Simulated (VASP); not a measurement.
# GaAs (F-43m) in VASP: further runs, part 2 of 2

VASP 6.6.1. Earlier steps stand in the parts before.

### 4 Electric field gradients, PBE (volume scaled by 1.03)

The input, INCAR:

```
SYSTEM = GaAs
ALGO = Normal
EDIFF = 1E-8
ENCUT = 520
GGA = PE
ISIF = 2
ISMEAR = -1
LASPH = .TRUE.
LCHARG = .FALSE.
LEFG = .TRUE.
LREAL = .FALSE.
LWAVE = .FALSE.
NBANDS = 16
NELM = 80
PREC = Accurate
SIGMA = 0.05
```

The input, KPOINTS:

```
k-points
0
G
  11 11 11
  0 0 0
```

The input, POSCAR:

```
GaAs
1.0
    0.0000000000      2.8548404342      2.8548404342
    2.8548404342      0.0000000000      2.8548404342
    2.8548404342      2.8548404342      0.0000000000
Ga As
1 1
Direct
    0.0000000000      0.0000000000      0.0000000000
    0.7500000000      0.7500000000      0.7500000000
```

Potentials or basis: VASP PAW PBE potentials, release 64 (Ga_d, As).

Run with:

```sh
$ cat potpaw_PBE.64/Ga_d/POTCAR potpaw_PBE.64/As/POTCAR > POTCAR
$ mpirun -np 1 vasp_std > vasp.out
```

OUTCAR:

```text
SYSTEM = GaAs
   EDIFF = 1E-8
   ENCUT = 520
   GGA = PE
   ISIF = 2
   ISMEAR = -1
   LASPH = .TRUE.
   LREAL = .FALSE.
   NELM = 80
   PREC = Accurate

 ion  position               nearest neighbor table
   1  0.000  0.000  0.000-   2 2.47   2 2.47   2 2.47   2 2.47
   2  0.750  0.750  0.750-   1 2.47   1 2.47   1 2.47   1 2.47

  LATTYP: Found a face centered cubic cell.
 ALAT       =     5.7096808684

  Lattice vectors:

 A1 = (   0.0000000000,   2.8548404342,   2.8548404342)
 A2 = (   2.8548404342,   0.0000000000,   2.8548404342)
[... 668 lines left out ...]
  ---------------------------------------------------
  free  energy   TOTEN  =        -8.2717679801 eV

  energy  without entropy=       -8.2716953350  energy(sigma->0) =       -8.27173166

 Electric field gradients (V/A^2)
---------------------------------------------------------------------
 ion       V_xx      V_yy      V_zz      V_xy      V_xz      V_yz
---------------------------------------------------------------------
   1      -0.000     0.000    -0.000    -0.002    -0.002    -0.002
   2       0.000    -0.000    -0.000     0.000     0.000     0.000
---------------------------------------------------------------------

 Electric field gradients after diagonalization (V/A^2)
 (convention: |V_zz| > |V_xx| > |V_yy|)
----------------------------------------------------------------------
 ion       V_xx      V_yy      V_zz     asymmetry (V_yy - V_xx)/ V_zz
----------------------------------------------------------------------
   1       0.002     0.002    -0.004       0.000
   2      -0.000    -0.000     0.000       0.000
----------------------------------------------------------------------

           NMR quadrupolar parameters

 Cq : quadrupolar parameter    Cq=e*Q*V_zz/h
 eta: asymmetry parameters     (V_yy - V_xx)/ V_zz
 Q  : nuclear electric quadrupole moment in mb (millibarn)
----------------------------------------------------------------------
 ion       Cq(MHz)       eta       Q (mb)
----------------------------------------------------------------------
   1      -0.000       0.000       1.000
   2       0.000       0.000       1.000
----------------------------------------------------------------------
```

OSZICAR:

```text
N       E                     dE             d eps       ncg     rms          rms(c)
DAV:   1     0.840257995538E+02    0.84026E+02   -0.88004E+03  1832   0.153E+03
DAV:   2    -0.173539809037E+01   -0.85761E+02   -0.81738E+02  2048   0.316E+02
DAV:   3    -0.832166709695E+01   -0.65863E+01   -0.65636E+01  2208   0.666E+01
DAV:   4    -0.842368470119E+01   -0.10202E+00   -0.10201E+00  2232   0.918E+00
DAV:   5    -0.842511115208E+01   -0.14265E-02   -0.14264E-02  2200   0.968E-01    0.281E+00
DAV:   6    -0.828828537850E+01    0.13683E+00   -0.21001E-01  2752   0.767E+00    0.169E+00
DAV:   7    -0.827039372320E+01    0.17892E-01   -0.59791E-02  2152   0.172E+00    0.556E-01
DAV:   8    -0.827124933022E+01   -0.85561E-03   -0.99335E-03  2152   0.111E+00    0.100E-01
DAV:   9    -0.827164936390E+01   -0.40003E-03   -0.92808E-04  2232   0.364E-01    0.519E-02
DAV:  10    -0.827171538094E+01   -0.66017E-04   -0.69363E-05  2424   0.810E-02    0.281E-02
DAV:  11    -0.827176729710E+01   -0.51916E-04   -0.73891E-05  2016   0.633E-02    0.339E-03
DAV:  12    -0.827176761702E+01   -0.31992E-06   -0.11801E-06  2232   0.146E-02    0.145E-03
DAV:  13    -0.827176798883E+01   -0.37182E-06   -0.54499E-07  2216   0.520E-03    0.637E-04
DAV:  14    -0.827176798008E+01    0.87484E-08   -0.92713E-09  1816   0.979E-04
   1 F= -.82717680E+01 E0= -.82717317E+01  d E =-.726450E-04
```

stdout:

```text
POSCAR found type information on POSCAR GaAs
 POSCAR found :  2 types and       2 ions
 scaLAPACK will be used
 LDA part: xc-table for (Slater+PW92), standard interpolation
 POSCAR, INCAR and KPOINTS ok, starting setup
 FFT: planning ... GRIDC
 FFT: planning ... GRID_SOFT
 FFT: planning ... GRID
 WAVECAR not read
 entering main loop
ion   1

ion   2
```

It took 77 s on 1 thread of AMD EPYC, shared host; peak memory 0.16 GiB.

Results:

* Free energy: -8.2718 eV
* Pressure: 1.4 GPa
* Band gap on the k mesh: 0.30 eV, direct

Levels at points of the mesh, in eV from the valence-band top:
```tsv
k point	band 6	band 7	band 8	band 9	band 10	band 11	band 12	band 13
(0.00, 0.00, 0.00)	-12.52	0.00	0.00	0.00	0.30	3.72	3.72	3.72
```

Caveat: the cell differs from its parent crystal (volume scaled by 1.03); without QUAD_EFG the Cq values of the log hold for a quadrupole moment of 1 mb, not for the nuclei.

### 5 Density of states, PBE

This run uses another cell than the first one, of 22.59 Å³/atom, 0.962 times its volume.

The input, POSCAR:

```
GaAs
1.0
    0.0000000000      2.8268500000      2.8268500000
    2.8268500000      0.0000000000      2.8268500000
    2.8268500000      2.8268500000      0.0000000000
Ga As
1 1
Direct
    0.0000000000      0.0000000000      0.0000000000
    0.7500000000      0.7500000000      0.7500000000
```

The input, INCAR.step1:

```
  PREC = Accurate
  ENCUT = 520
  EDIFF = 1E-6
  ISMEAR = -1
  SIGMA = 0.05
  LREAL = F
  LASPH = T
  NELM = 100
  ALGO = Normal
  ISIF = 2
  LWAVE = F
  LCHARG = T
  GGA = PE
  NBANDS = 16
```

The input, KPOINTS.step1:

```
regular mesh
0
Gamma
  11 11 11
```

The input, INCAR.step2:

```
  PREC = Accurate
  ENCUT = 520
  EDIFF = 1E-6
  ISMEAR = -5
  SIGMA = 0.05
  LREAL = F
  LASPH = T
  NELM = 100
  ALGO = Normal
  ISIF = 2
  LWAVE = F
  LCHARG = F
  GGA = PE
  LORBIT = 11
  NEDOS = 1001
  ICHARG = 11
```

The input, KPOINTS.step2:

```
regular mesh
0
Gamma
  17 17 17
```

Run with:

```sh
$ cat potpaw_PBE.64/Ga_d/POTCAR potpaw_PBE.64/As/POTCAR > POTCAR
$ cp INCAR.step1 INCAR
$ cp KPOINTS.step1 KPOINTS
$ mpirun -np 1 vasp_std > vasp.out
$ cp INCAR.step2 INCAR
$ cp KPOINTS.step2 KPOINTS
$ mpirun -np 1 vasp_std > vasp.out
```

Run time: 2.4 min. Hardware: 1 thread of AMD EPYC, shared host; peak memory 0.21 GiB.

The run converged. Its results:

- Valence electrons inside the program's atomic spheres: Ga 11.68; As 2.84

Levels at points of the mesh, in eV from the valence-band top:
```tsv
k point	band 7	band 8	band 9	band 10	band 11	band 12
(0.00, 0.00, 0.00)	0.00	0.00	0.00	0.52	3.73	3.73
```

### 6 The runs side by side

```csv
task,cell,k mesh for the DOS,occupations for the DOS,gap on the mesh (eV),pressure (GPa)
electric field gradients,"a = 4.050 Å, angles 60.0°, 2 atoms",-,-,0.23,0.7
electric field gradients,"a = 4.037 Å, angles 60.0°, 2 atoms",-,-,0.30,1.4
density of states,"a = 3.998 Å, angles 60.0°, 2 atoms",17 × 17 × 17,tetrahedron,-,-
```

Alike in all rows: level PBE; potentials or basis VASP PAW PBE potentials, release 64 (Ga_d, As); no spin polarisation; k mesh 11 × 11 × 11; cutoff (eV) 520; smearing fermi-dirac 0.05 eV.

Total energies depend on the potentials used, so only differences within one code and one set of settings carry meaning.
